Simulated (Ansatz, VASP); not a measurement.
# Two plane-wave programs on La

File INCAR:

```
PREC = Accurate
ENCUT = 520
EDIFF = 1E-7
ISMEAR = -1
SIGMA = 0.05
LREAL = False
LASPH = True
NELM = 100
ALGO = Fast
ISIF = 2
LWAVE = False
LCHARG = False
GGA = PE
NBANDS = 30
```

The input KPOINTS:

```
Automatic mesh
0
Gamma
  8 8 3
```

The input POSCAR:

```
La
1.0
    3.7190478081      0.0000000000      0.0000000000
   -1.8595239040      3.2207898797      0.0000000000
    0.0000000000      0.0000000000     11.9946690447
La
4
Direct
    0.6666666667      0.3333333333      0.2500000000
    0.3333333333      0.6666666667      0.7500000000
    0.0000000000      0.0000000000      0.5000000000
    0.0000000000      0.0000000000      0.0000000000
```

input.yaml

```yaml
crystal:
  lattice:
    - [3.7190478081, 0.0, 0.0]
    - [-1.859523904, 3.2207898797, 0.0]
    - [0.0, 0.0, 11.9946690447]
  atoms:
    - { symbol: La, position: [0.6666666667, 0.3333333333, 0.25] }
    - { symbol: La, position: [0.3333333333, 0.6666666667, 0.75] }
    - { symbol: La, position: [0.0, 0.0, 0.5] }
    - { symbol: La, position: [0.0, 0.0, 0.0] }
hamiltonian:
  xc: pbe
  pseudopotentials: { kind: paw }
kpoints:
  mp_grid: { grid: [8, 8, 3] }
scf:
  occupations: { method: fermi_dirac, width: 0.05 }
output:
  forces: true
  stress: true
  eigenvalues: true
  write_density: true
  write_potential: true
  elf: true
  volumetric_format: npy
```

Alike in both runs: task single point; functional PBE; k mesh 8 × 8 × 3; occupations fermi-dirac, width 0.05 eV; no spin polarisation.

|  | VASP | Ansatz |
| --- | --- | --- |
| version | VASP 6.6.1 | Ansatz 0.2.0 |
| potentials or method | VASP PAW PBE potentials, release 64 (La) | Ansatz PAW |
| plane-wave cutoff (eV) | 520 | 420 |
| valence electrons in the cell | 44 | 44 |

```csv
,VASP,Ansatz,Ansatz less VASP
gap on the k mesh at the Fermi level (eV),none,none,-
pressure (GPa),0.9,0.9,-0.08
"traceless stress, the component that is largest in VASP (GPa)",-0.08,-0.08,-0.003
```

A gap of «none» marks a metal or a gap that the smearing closes. With one functional, cell and mesh, what is left measures potentials, basis and numerics.

Spin-orbit coupling is off throughout.
